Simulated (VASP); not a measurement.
SiNi, 8 atoms in the cell. The structure is cubic, space group P2_13 (No. 198). Conventional cell: a = 4.504 Å, b = 4.504 Å, c = 4.504 Å, α = 90.00°, β = 90.00°, γ = 90.00°. Within 3.1 Å of Si (site symmetry 3) lie 7 Ni at 2.36 to 2.44 Å and 6 Si at 2.78 Å. Within 3.1 Å of Ni (site symmetry 3) lie 7 Si at 2.36 to 2.44 Å and 6 Ni at 2.78 Å. 

* Program: VASP 6.6.1
* Task: single point
* Functional: PBEsol
* Potentials or basis: VASP PAW PBE potentials, release 64 (Si, Ni)
* Cutoff: 520 eV
* k mesh: 4 × 4 × 4
* Occupations: gaussian, width 0.1 eV
* Spin: no spin polarisation
* Dipole correction: no
* Further INCAR settings: ALGO = Normal; EDIFF = 1e-06; NBANDS = 38

Potentials or basis: VASP PAW PBE potentials, release 64 (Si, Ni).

Launch:

```console
$ cat potpaw_PBE.64/Si/POTCAR potpaw_PBE.64/Ni/POTCAR > POTCAR
$ mpirun -np 1 vasp_std > vasp.out
```

Hardware: 1 thread of Intel Xeon 8259CL, with other jobs on the host.

Estimate the wall time of this run.

Run time: 72 s on 1 thread of Intel Xeon 8259CL, on a shared host, peak memory 0.21 GiB. Counts: scf iterations 15, k points 11.
